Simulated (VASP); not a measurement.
# CdSe (P6_3mc) in VASP: notebook, part 2 of 2

VASP 6.6.1. The steps go on from the part before.

**5. Single point, PBE**

This run uses another cell than the first one, of 28.10 Å³/atom.

Input file INCAR:

```
SYSTEM = CdSe
PREC = Accurate
ENCUT = 500
EDIFF = 1E-6
ISMEAR = -1
SIGMA = 0.05
LREAL = .False.
LASPH = .True.
NELM = 120
ALGO = Normal
ISIF = 2
LWAVE = .False.
LCHARG = .False.
GGA = PE
NBANDS = 26
GGA_COMPAT = .False.
```

Input file KPOINTS:

```
Automatic mesh
0
Gamma
  6 6 4
  0 0 0
```

Input file POSCAR:

```
CdSe
1.0
    4.3000000000      0.0000000000      0.0000000000
   -2.1500000000      3.7239092400      0.0000000000
    0.0000000000      0.0000000000      7.0200000000
Cd Se
2 2
Direct
    0.3333333333      0.6666666667      0.0000000000
    0.6666666667      0.3333333333      0.5000000000
    0.3333333333      0.6666666667      0.3850000000
    0.6666666667      0.3333333333      0.8850000000
```

Potentials or basis: VASP PAW PBE potentials, release 64 (Cd, Se).

On the command line:

```bash
$ cat potpaw_PBE.64/Cd/POTCAR potpaw_PBE.64/Se/POTCAR > POTCAR
$ mpirun -np 1 vasp_std > vasp.out
```

OUTCAR:

```text
SYSTEM = CdSe
   PREC = Accurate
   ENCUT = 500
   EDIFF = 1E-6
   ISMEAR = -1
   LREAL = .False.
   LASPH = .True.
   NELM = 120
   ISIF = 2
   GGA = PE

 ion  position               nearest neighbor table
   1  0.333  0.667  0.000-   4 2.61   4 2.61   4 2.61   3 2.70
   2  0.667  0.333  0.500-   3 2.61   3 2.61   3 2.61   4 2.70
   3  0.333  0.667  0.385-   2 2.61   2 2.61   2 2.61   1 2.70
   4  0.667  0.333  0.885-   1 2.61   1 2.61   1 2.61   2 2.70

  LATTYP: Found a hexagonal cell.
 ALAT       =     4.3000000000
 C/A-ratio  =     1.6325581395

  Lattice vectors:

 A1 = (   4.3000000000,   0.0000000000,   0.0000000000)
 A2 = (  -2.1500000000,   3.7239092400,   0.0000000000)
 A3 = (   0.0000000000,   0.0000000000,   7.0200000000)

Analysis of symmetry for initial positions (statically):
=====================================================================
 Subroutine PRICEL returns:
 Original cell was already a primitive cell.

 Routine SETGRP: Setting up the symmetry group for a
 hexagonal supercell.

 Subroutine GETGRP returns: Found 12 space group operations
 (whereof  6 operations were pure point group operations)
 out of a pool of 24 trial point group operations.
[... 164 lines left out ...]

 E-fermi :   1.3197     XC(G=0):  -8.8814

 val. band max:        0.9378243084   @ k =   0.0000   0.0000   0.0000
 cond. band min:       1.6397553724   @ k =   0.0000   0.0000   0.0000
 fundamental gap:      0.7019310640
 Fermi energy:         1.3197003647

 k-point     1 :       0.0000    0.0000    0.0000
  band No.  band energies     occupation
      1     -11.6566      2.00000
      2     -11.2904      2.00000
      3      -6.9987      2.00000
      4      -6.9987      2.00000
      5      -6.9432      2.00000
      6      -6.9432      2.00000
[... 598 lines left out ...]
     25       9.7058      0.00000
     26       9.7059      0.00000

------------------------ aborting loop because EDIFF is reached ----------------------------------------

  FORCE on cell =-STRESS in cart. coord.  units (eV):
  Direction    XX          YY          ZZ          XY          YZ          ZX
  --------------------------------------------------------------------------------------
  -------------------------------------------------------------------------------------
  Total        2.8362698      2.8362698      1.3454622      0.0000000     -0.0000000      0.0000000
  in kB       40.4253199     40.4253200     19.1768564      0.0000000     -0.0000000      0.0000000
  external PRESSURE =      33.3424988 kB  Pullay stress =       0.0000000 kB

 VOLUME and BASIS-vectors are now :
 -----------------------------------------------------------------------------
  energy-cutoff  :      500.00
  volume of cell :      112.41
      direct lattice vectors                 reciprocal lattice vectors
     4.300000000  0.000000000  0.000000000     0.232558140  0.134267504  0.000000000
    -2.150000000  3.723909240  0.000000000     0.000000000  0.268535009  0.000000000
     0.000000000  0.000000000  7.020000000     0.000000000  0.000000000  0.142450142

 POSITION                                       TOTAL-FORCE (eV/Angst)
 -----------------------------------------------------------------------------------
     -0.00000      2.48261      0.00000        -0.000000      0.000000      0.292290
      2.15000      1.24130      3.51000         0.000000     -0.000000      0.292290
     -0.00000      2.48261      2.70270        -0.000000     -0.000000     -0.292290
      2.15000      1.24130      6.21270         0.000000      0.000000     -0.292290
 -----------------------------------------------------------------------------------
    total drift:                               -0.000000     -0.000000      0.000050

  FREE ENERGIE OF THE ION-ELECTRON SYSTEM (eV)
  ---------------------------------------------------
  free  energy   TOTEN  =       -10.9012153813 eV

  energy  without entropy=      -10.9011962537  energy(sigma->0) =      -10.90120582
```

OSZICAR:

```text
N       E                     dE             d eps       ncg     rms          rms(c)
DAV:   1     0.236908425168E+03    0.23691E+03   -0.16901E+04  1092   0.121E+03
DAV:   2     0.728685192518E+00   -0.23618E+03   -0.22896E+03  1210   0.306E+02
DAV:   3    -0.115554073954E+02   -0.12284E+02   -0.12215E+02  1316   0.696E+01
DAV:   4    -0.116545713919E+02   -0.99164E-01   -0.99072E-01  1192   0.584E+00
DAV:   5    -0.116551898737E+02   -0.61848E-03   -0.61846E-03  1240   0.447E-01    0.888E+00
DAV:   6    -0.109359592884E+02    0.71923E+00   -0.12364E+00  1298   0.110E+01    0.697E+00
DAV:   7    -0.109025965110E+02    0.33363E-01   -0.54117E-01  1166   0.375E+00    0.258E+00
DAV:   8    -0.109008542055E+02    0.17423E-02   -0.56751E-02  1144   0.239E+00    0.396E-01
DAV:   9    -0.109009768657E+02   -0.12266E-03   -0.73332E-03  1170   0.981E-01    0.111E-01
DAV:  10    -0.109011233956E+02   -0.14653E-03   -0.82214E-04  1158   0.311E-01    0.720E-02
DAV:  11    -0.109012160353E+02   -0.92640E-04   -0.20139E-04  1136   0.810E-02    0.271E-02
DAV:  12    -0.109012138317E+02    0.22036E-05   -0.37358E-05  1268   0.651E-02    0.930E-03
DAV:  13    -0.109012151635E+02   -0.13318E-05   -0.10984E-05  1124   0.311E-02    0.375E-03
DAV:  14    -0.109012153813E+02   -0.21772E-06   -0.62866E-07   848   0.398E-03
   1 F= -.10901215E+02 E0= -.10901206E+02  d E =-.191276E-04
```

stdout:

```text
POSCAR found type information on POSCAR CdSe
 POSCAR found :  2 types and       4 ions
 scaLAPACK will be used
 LDA part: xc-table for (Slater+PW92), standard interpolation
 POSCAR, INCAR and KPOINTS ok, starting setup
 FFT: planning ... GRIDC
 FFT: planning ... GRID_SOFT
 FFT: planning ... GRID
 WAVECAR not read
 entering main loop
```

Wall time 80 s (1 thread of AMD EPYC 7R13, shared host); peak memory 0.21 GiB.

What came out:

| Item | Value |
| --- | --- |
| Free energy | -10.9012 eV |
| Pressure | 3.3 GPa |
| Largest force | 0.292 eV/Å |
| Band gap on the k mesh | 0.70 eV |

Forces in eV/Å, atoms in the order of the input:
```
Cd   0.000  0.000  0.292
Cd   0.000  0.000  0.292
Se   0.000  0.000 -0.292
Se   0.000  0.000 -0.292
```

Levels at points of the mesh, in eV from the valence-band top:
| k point | band 15 | band 16 | band 17 | band 18 | band 19 | band 20 | band 21 | band 22 |
| --- | --- | --- | --- | --- | --- | --- | --- | --- |
| (0.00, 0.00, 0.00) | -0.72 | -0.01 | 0.00 | 0.00 | 0.70 | 2.12 | 5.88 | 5.88 |
| (0.50, 0.00, 0.00) | -2.57 | -1.86 | -1.24 | -0.83 | 3.23 | 3.30 | 4.80 | 6.16 |
| (0.00, 0.00, 0.50) | -0.37 | -0.37 | -0.37 | -0.37 | 2.34 | 2.34 | 5.83 | 5.83 |
| (0.50, 0.00, 0.50) | -1.38 | -1.38 | -1.29 | -1.29 | 2.99 | 2.99 | 4.78 | 4.78 |

Caveat: the cell stands under pressure.

**6. Overview**

| cell | gap on the mesh (eV) | pressure (GPa) | largest force (eV/Å) |
| --- | --- | --- | --- |
| a = 4.121, b = 4.121, c = 6.727 Å, angles 90.0, 90.0, 120.0°, 4 atoms | 0.97 | 13.4 | 0.45 |
| a = 4.182, b = 4.182, c = 6.828 Å, angles 90.0, 90.0, 120.0°, 4 atoms | 0.88 | 9.3 | 0.39 |
| a = 4.242, b = 4.242, c = 6.925 Å, angles 90.0, 90.0, 120.0°, 4 atoms | 0.79 | 6.0 | 0.34 |
| a = 4.300, b = 4.300, c = 7.020 Å, angles 90.0, 90.0, 120.0°, 4 atoms | 0.70 | 3.3 | 0.29 |

Alike in all rows: task single point; level PBE; potentials or basis VASP PAW PBE potentials, release 64 (Cd, Se); no spin polarisation; k mesh 6 × 6 × 4; cutoff (eV) 500; smearing fermi-dirac 0.05 eV.

Caveats: the cell stands under pressure.

Total energies depend on the potentials used, so only differences within one code and one set of settings carry meaning.
